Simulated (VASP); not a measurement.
# KBr (Pm-3m) in VASP: a series of runs, part 2 of 3

VASP 6.6.1. Earlier steps stand in the parts before.

## Step 3: Single point, r2SCAN (volume changed by -3%)

The input, POSCAR:

```
KBr
1.0
    3.9360883736      0.0000000000      0.0000000000
    0.0000000000      3.9360883736      0.0000000000
    0.0000000000      0.0000000000      3.9360883736
K Br
1 1
Direct
    0.0000000000      0.0000000000      0.0000000000
    0.5000000000      0.5000000000      0.5000000000
```

The input, INCAR.step1:

```
SYSTEM = KBr
PREC = Accurate
ENCUT = 520
ISMEAR = 0
SIGMA = 0.01
LREAL = .FALSE.
LASPH = .TRUE.
NELM = 100
NBANDS = 15
GGA = PE
ALGO = Normal
EDIFF = 1E-4
LWAVE = .TRUE.
LCHARG = .FALSE.
```

The input, INCAR.step2:

```
SYSTEM = KBr
PREC = Accurate
ENCUT = 520
EDIFF = 1E-6
ISMEAR = 0
SIGMA = 0.01
LREAL = .FALSE.
LASPH = .TRUE.
NELM = 100
ALGO = Normal
ISIF = 2
LWAVE = .FALSE.
LCHARG = .FALSE.
METAGGA = R2SCAN
LMIXTAU = .TRUE.
NBANDS = 15
ISTART = 1
```

The input, KPOINTS:

```
Automatic mesh
0
G
  6 6 6
  0 0 0
```

Potentials or basis: VASP PAW PBE potentials, release 64 (K_sv, Br).

On the command line:

```bash
cat potpaw_PBE.64/K_sv/POTCAR potpaw_PBE.64/Br/POTCAR > POTCAR
cp INCAR.step1 INCAR
mpirun -np 1 vasp_std > vasp.out
cp INCAR.step2 INCAR
mpirun -np 1 vasp_std > vasp.out
```

OUTCAR:

```text
SYSTEM = KBr
   PREC = Accurate
   ENCUT = 520
   EDIFF = 1E-6
   ISMEAR = 0
   LREAL = .FALSE.
   LASPH = .TRUE.
   NELM = 100
   ISIF = 2
   METAGGA = R2SCAN
   ISTART = 1

 ion  position               nearest neighbor table
   1  0.000  0.000  0.000-
   2  0.500  0.500  0.500-

  LATTYP: Found a simple cubic cell.
 ALAT       =     3.9360883736

  Lattice vectors:

 A1 = (   3.9360883736,   0.0000000000,   0.0000000000)
 A2 = (   0.0000000000,   3.9360883736,   0.0000000000)
 A3 = (   0.0000000000,   0.0000000000,   3.9360883736)

Analysis of symmetry for initial positions (statically):
=====================================================================
 Subroutine PRICEL returns:
 Original cell was already a primitive cell.

 Routine SETGRP: Setting up the symmetry group for a
 simple cubic supercell.

 Subroutine GETGRP returns: Found 48 space group operations
 (whereof 48 operations were pure point group operations)
 out of a pool of 48 trial point group operations.

The static configuration has the point symmetry O_h .

Analysis of symmetry for dynamics (positions and initial velocities):
=====================================================================
 Subroutine PRICEL returns:
 Original cell was already a primitive cell.

 Routine SETGRP: Setting up the symmetry group for a
 simple cubic supercell.

 Subroutine GETGRP returns: Found 48 space group operations
 (whereof 48 operations were pure point group operations)
 out of a pool of 48 trial point group operations.

The dynamic configuration has the point symmetry O_h .

 Subroutine INISYM returns: Found 48 space group operations
 (whereof 48 operations are pure point group operations),
 and found     1 'primitive' translations

----------------------------------------------------------------------------------------

                                     Primitive cell

  volume of cell :      60.9810

  direct lattice vectors                    reciprocal lattice vectors
[... 111 lines left out ...]
   LEPSILON=     F    determine dielectric tensor
   LRPA    =     F    only Hartree local field effects (RPA)
 non-spin polarized calculation
 Gauss-broadening in eV      SIGMA  =   0.01
  energy-cutoff  :      520.00
  volume of cell :       60.98
 maximum number of plane-waves:      1662
 NGX is ok and might be reduce to    30
   NGX = 15   NGY = 15   NGZ = 15

 number of electron      15.9999998 magnetization

 Free energy of the ion-electron system (eV)
  ---------------------------------------------------
  ext. energy  EPLUGINS =         0.00000000
  ---------------------------------------------------
  free energy    TOTEN  =       -23.13990474 eV

  energy without entropy =      -23.13990474  energy(sigma->0) =      -23.13990474

 E-fermi :  -0.6469     XC(G=0):  -8.5610

 val. band max:       -0.7277775802   @ k =   0.5000   0.5000   0.0000
 cond. band min:       4.1577492023   @ k =   0.0000   0.0000   0.0000
 fundamental gap:      4.8855267825
 Fermi energy:        -0.6469067050

 k-point     1 :       0.0000    0.0000    0.0000
  band No.  band energies     occupation
      1     -30.4380      2.00000
      2     -14.1256      2.00000
      3     -13.0872      2.00000
      4     -13.0872      2.00000
      5     -13.0872      2.00000
      6      -1.0179      2.00000
      7      -1.0179      2.00000
      8      -1.0179      2.00000
      9       4.1577      0.00000
     10       5.5752      0.00000
     11       5.5752      0.00000
     12       9.8839      0.00000
     13       9.8839      0.00000
     14       9.8839      0.00000
[... 329 lines left out ...]
      2     -13.6434      2.00000
      3     -13.2224      2.00000
      4     -13.2224      2.00000
      5     -13.2224      2.00000
      6      -2.3743      2.00000
      7      -2.3743      2.00000
      8      -2.3743      2.00000
      9       7.4893      0.00000
     10       7.4893      0.00000
     11       7.4893      0.00000
     12       9.8157      0.00000
     13       9.8157      0.00000
     14       9.8157      0.00000
     15      11.4965      0.00000

------------------------ aborting loop because EDIFF is reached ----------------------------------------

  FORCE on cell =-STRESS in cart. coord.  units (eV):
  Direction    XX          YY          ZZ          XY          YZ          ZX
  --------------------------------------------------------------------------------------
  -------------------------------------------------------------------------------------
  Total        0.2315328      0.2315328      0.2315328     -0.0000000      0.0000000     -0.0000000
  in kB        6.0831496      6.0831496      6.0831496     -0.0000000      0.0000000     -0.0000000
  external PRESSURE =       6.0831496 kB  Pullay stress =       0.0000000 kB

 VOLUME and BASIS-vectors are now :
 -----------------------------------------------------------------------------
  energy-cutoff  :      520.00
  volume of cell :       60.98
      direct lattice vectors                 reciprocal lattice vectors
     3.936088374  0.000000000  0.000000000     0.254059336  0.000000000  0.000000000
     0.000000000  3.936088374  0.000000000     0.000000000  0.254059336  0.000000000
     0.000000000  0.000000000  3.936088374     0.000000000  0.000000000  0.254059336

 POSITION                                       TOTAL-FORCE (eV/Angst)
 -----------------------------------------------------------------------------------
      0.00000      0.00000      0.00000         0.000000      0.000000      0.000000
      1.96804      1.96804      1.96804         0.000000      0.000000      0.000000
 -----------------------------------------------------------------------------------
    total drift:                               -0.000000     -0.000000     -0.000000

  FREE ENERGIE OF THE ION-ELECTRON SYSTEM (eV)
  ---------------------------------------------------
  free  energy   TOTEN  =       -23.1399047368 eV

  energy  without entropy=      -23.1399047368  energy(sigma->0) =      -23.13990474
```

Wall time 88 s (1 thread of AMD EPYC 7R43 (Zen 3), shared host); peak memory 0.14 GiB.

What came out:

- Free energy: -23.1399 eV
- Pressure: 0.6 GPa
- Band gap on the k mesh: 4.89 eV, indirect (least direct gap 5.18 eV)

Levels at points of the mesh, in eV from the valence-band top:
```tsv
k point	band 5	band 6	band 7	band 8	band 9	band 10	band 11	band 12
(0.00, 0.00, 0.00)	-12.36	-0.29	-0.29	-0.29	4.89	6.30	6.30	10.61
(0.50, 0.00, 0.00)	-12.14	-2.19	-0.27	-0.27	7.53	7.77	8.84	9.59
(0.50, 0.50, 0.00)	-12.31	-1.57	-1.57	0.00	5.84	7.29	8.80	8.80
(0.50, 0.50, 0.50)	-12.49	-1.65	-1.65	-1.65	8.22	8.22	8.22	10.54
```

Caveat: the cell differs from its parent crystal (volume changed by -3%); the PAW data sets were made with another functional, which shifts forces and pressure a little.

## Step 4: Single point, r2SCAN

This run uses another cell than the first one, of 31.43 Å³/atom, 1.064 times its volume.

The input, POSCAR:

```
KBr
1.0
    3.9762553149      0.0000000000      0.0000000000
    0.0000000000      3.9762553149      0.0000000000
    0.0000000000      0.0000000000      3.9762553149
K Br
1 1
Direct
    0.0000000000      0.0000000000      0.0000000000
    0.5000000000      0.5000000000      0.5000000000
```

INCAR.step1, as its differences from that of step 3:

```diff
@@ -7,3 +7,3 @@
 LASPH = .TRUE.
-NELM = 100
+NELM = 60
 NBANDS = 15
```

The input, INCAR.step2:

```
SYSTEM = KBr
PREC = Accurate
ENCUT = 520
EDIFF = 1E-7
ISMEAR = 0
SIGMA = 0.01
LREAL = .FALSE.
LASPH = .TRUE.
NELM = 60
ALGO = Normal
ISIF = 2
LWAVE = .FALSE.
LCHARG = .TRUE.
METAGGA = R2SCAN
LMIXTAU = .TRUE.
LELF = .TRUE.
LVHAR = .TRUE.
NBANDS = 15
ISTART = 1
```

The input, KPOINTS:

```
regular mesh
0
G
  6 6 6
  0 0 0
```

Potentials or basis: VASP PAW PBE potentials, release 64 (K_sv, Br).

On the command line:

```bash
cat potpaw_PBE.64/K_sv/POTCAR potpaw_PBE.64/Br/POTCAR > POTCAR
cp INCAR.step1 INCAR
mpirun -np 1 vasp_std > vasp.out
cp INCAR.step2 INCAR
mpirun -np 1 vasp_std > vasp.out
```

OUTCAR:

```text
SYSTEM = KBr
   PREC = Accurate
   ENCUT = 520
   EDIFF = 1E-7
   ISMEAR = 0
   LREAL = .FALSE.
   LASPH = .TRUE.
   NELM = 60
   ISIF = 2
   METAGGA = R2SCAN
   ISTART = 1

 ion  position               nearest neighbor table
   1  0.000  0.000  0.000-
   2  0.500  0.500  0.500-

  LATTYP: Found a simple cubic cell.
 ALAT       =     3.9762553149

  Lattice vectors:

 A1 = (   3.9762553149,   0.0000000000,   0.0000000000)
 A2 = (   0.0000000000,   3.9762553149,   0.0000000000)
 A3 = (   0.0000000000,   0.0000000000,   3.9762553149)

Analysis of symmetry for initial positions (statically):
=====================================================================
 Subroutine PRICEL returns:
 Original cell was already a primitive cell.

 Routine SETGRP: Setting up the symmetry group for a
 simple cubic supercell.

 Subroutine GETGRP returns: Found 48 space group operations
 (whereof 48 operations were pure point group operations)
 out of a pool of 48 trial point group operations.

The static configuration has the point symmetry O_h .

Analysis of symmetry for dynamics (positions and initial velocities):
=====================================================================
 Subroutine PRICEL returns:
 Original cell was already a primitive cell.

 Routine SETGRP: Setting up the symmetry group for a
 simple cubic supercell.

 Subroutine GETGRP returns: Found 48 space group operations
 (whereof 48 operations were pure point group operations)
 out of a pool of 48 trial point group operations.

The dynamic configuration has the point symmetry O_h .

 Subroutine INISYM returns: Found 48 space group operations
 (whereof 48 operations are pure point group operations),
 and found     1 'primitive' translations

----------------------------------------------------------------------------------------

                                     Primitive cell

  volume of cell :      62.8670

  direct lattice vectors                    reciprocal lattice vectors
[... 111 lines left out ...]
   LEPSILON=     F    determine dielectric tensor
   LRPA    =     F    only Hartree local field effects (RPA)
 non-spin polarized calculation
 Gauss-broadening in eV      SIGMA  =   0.01
  energy-cutoff  :      520.00
  volume of cell :       62.87
 maximum number of plane-waves:      1743
 NGX is ok and might be reduce to    30
   NGX = 15   NGY = 15   NGZ = 15

 number of electron      15.9999996 magnetization

 Free energy of the ion-electron system (eV)
  ---------------------------------------------------
  ext. energy  EPLUGINS =         0.00000000
  ---------------------------------------------------
  free energy    TOTEN  =       -23.14366747 eV

  energy without entropy =      -23.14366747  energy(sigma->0) =      -23.14366747

 E-fermi :  -0.7361     XC(G=0):  -8.4211

 val. band max:       -0.8909518816   @ k =   0.5000   0.5000   0.0000
 cond. band min:       3.8801273582   @ k =   0.0000   0.0000   0.0000
 fundamental gap:      4.7710792398
 Fermi energy:        -0.7361215954

 k-point     1 :       0.0000    0.0000    0.0000
  band No.  band energies     occupation
      1     -30.6370      2.00000
      2     -14.2186      2.00000
      3     -13.2886      2.00000
      4     -13.2886      2.00000
      5     -13.2886      2.00000
      6      -1.1708      2.00000
      7      -1.1708      2.00000
      8      -1.1708      2.00000
      9       3.8801      0.00000
     10       5.4592      0.00000
     11       5.4592      0.00000
     12       9.6639      0.00000
     13       9.6639      0.00000
     14       9.6639      0.00000
[... 329 lines left out ...]
      2     -13.7749      2.00000
      3     -13.4117      2.00000
      4     -13.4117      2.00000
      5     -13.4117      2.00000
      6      -2.4511      2.00000
      7      -2.4511      2.00000
      8      -2.4511      2.00000
      9       7.2550      0.00000
     10       7.2550      0.00000
     11       7.2550      0.00000
     12       9.5234      0.00000
     13       9.5234      0.00000
     14       9.5234      0.00000
     15      11.2186      0.00000

------------------------ aborting loop because EDIFF is reached ----------------------------------------

  FORCE on cell =-STRESS in cart. coord.  units (eV):
  Direction    XX          YY          ZZ          XY          YZ          ZX
  --------------------------------------------------------------------------------------
  -------------------------------------------------------------------------------------
  Total       -0.0050170     -0.0050170     -0.0050170      0.0000000      0.0000000     -0.0000000
  in kB       -0.1278582     -0.1278582     -0.1278582      0.0000000      0.0000000     -0.0000000
  external PRESSURE =      -0.1278582 kB  Pullay stress =       0.0000000 kB

 VOLUME and BASIS-vectors are now :
 -----------------------------------------------------------------------------
  energy-cutoff  :      520.00
  volume of cell :       62.87
      direct lattice vectors                 reciprocal lattice vectors
     3.976255315  0.000000000  0.000000000     0.251492905  0.000000000  0.000000000
     0.000000000  3.976255315  0.000000000     0.000000000  0.251492905  0.000000000
     0.000000000  0.000000000  3.976255315     0.000000000  0.000000000  0.251492905

 POSITION                                       TOTAL-FORCE (eV/Angst)
 -----------------------------------------------------------------------------------
      0.00000      0.00000      0.00000         0.000000      0.000000      0.000000
      1.98813      1.98813      1.98813         0.000000      0.000000      0.000000
 -----------------------------------------------------------------------------------
    total drift:                                0.000000     -0.000000     -0.000000

  FREE ENERGIE OF THE ION-ELECTRON SYSTEM (eV)
  ---------------------------------------------------
  free  energy   TOTEN  =       -23.1436674738 eV

  energy  without entropy=      -23.1436674738  energy(sigma->0) =      -23.14366747
```

OSZICAR.step1:

```text
N       E                     dE             d eps       ncg     rms          rms(c)
DAV:   1     0.100451527423E+03    0.10045E+03   -0.70194E+03   600   0.959E+02
DAV:   2    -0.526899196440E+00   -0.10098E+03   -0.94031E+02   783   0.234E+02
DAV:   3    -0.604366809154E+01   -0.55168E+01   -0.54865E+01   825   0.490E+01
DAV:   4    -0.626031064109E+01   -0.21664E+00   -0.21662E+00   893   0.818E+00
DAV:   5    -0.626232179957E+01   -0.20112E-02   -0.20111E-02   853   0.867E-01    0.280E+00
DAV:   6    -0.609445179304E+01    0.16787E+00   -0.14548E-01   733   0.223E+00    0.209E+00
DAV:   7    -0.606670395203E+01    0.27748E-01   -0.88442E-02   768   0.191E+00    0.986E-01
DAV:   8    -0.606948142407E+01   -0.27775E-02   -0.13150E-02   747   0.844E-01    0.103E-01
DAV:   9    -0.606967771590E+01   -0.19629E-03   -0.42080E-04   811   0.163E-01    0.771E-02
DAV:  10    -0.606981907036E+01   -0.14135E-03   -0.18343E-04   619   0.963E-02    0.127E-02
DAV:  11    -0.606982151918E+01   -0.24488E-05   -0.93913E-06   433   0.226E-02
   1 F= -.60698215E+01 E0= -.60698215E+01  d E =-.409235E-63
```

Wall time 2.1 min (1 thread of AMD EPYC 7R43 (Zen 3), shared host); peak memory 0.14 GiB.

Results:

```yaml
Free_energy: -23.1437 eV
Pressure: 0.0 GPa
Band_gap_on_the_k_mesh: 4.77 eV, indirect (least direct gap 5.05 eV)
```

Caveat: the PAW data sets were made with another functional, which shifts forces and pressure a little.

[end of part 2 of 3]
